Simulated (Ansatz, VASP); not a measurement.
Two plane-wave programs on Sr2SO

```xyz
4
Lattice="4.1738 0.0000 0.0000 0.0000 4.1738 0.0000 0.0000 0.0000 5.9026" Properties=species:S:1:pos:R:3 pbc="T T T"
Sr    0.0000    0.0000    0.0000
Sr    2.0869    2.0869    2.9513
S     0.0000    0.0000    2.9513
O     2.0869    2.0869    0.0000
```

Alike in both runs: task single point; functional PBE; k mesh 1 × 1 × 1; collinear spin.

|  | VASP | Ansatz |
| --- | --- | --- |
| version | VASP 6.6.1 | Ansatz 0.2.0 |
| potentials or method | VASP PAW PBE potentials, release 64 (Sr_sv, S, O), cutoff 520 eV | scalar-relativistic, plane waves, PAW |
| occupations | methfessel-paxton of order 1, width 0.1 eV | cold |
| valence electrons in the cell | 32 | 32 |

Ansatz gave:

```
gap on the k mesh at the Fermi level (eV)                     : 0.81
least direct gap on the mesh (eV)                             : 0.81
pressure (GPa)                                                : 11.1
traceless stress, the component that is largest in VASP (GPa) : -2.38
net moment per atom (μB)                                      : 0.00
size of the moment on the site where the two differ most (μB) : 0.00
```

Task: What did VASP give for the same quantities?

Result: gap on the k mesh at the Fermi level (eV): 0.71; least direct gap on the mesh (eV): 0.71; pressure (GPa): 11.7; traceless stress, the component that is largest in VASP (GPa): -2.51; net moment per atom (μB): 0.02; size of the moment on the site where the two differ most (μB): 0.05.

Site moments also hang on the region over which each program counts them. Ansatz's warnings: seeded moment not kept, stability check not made.

The k mesh is coarse, so the values compare programs but aren't converged.
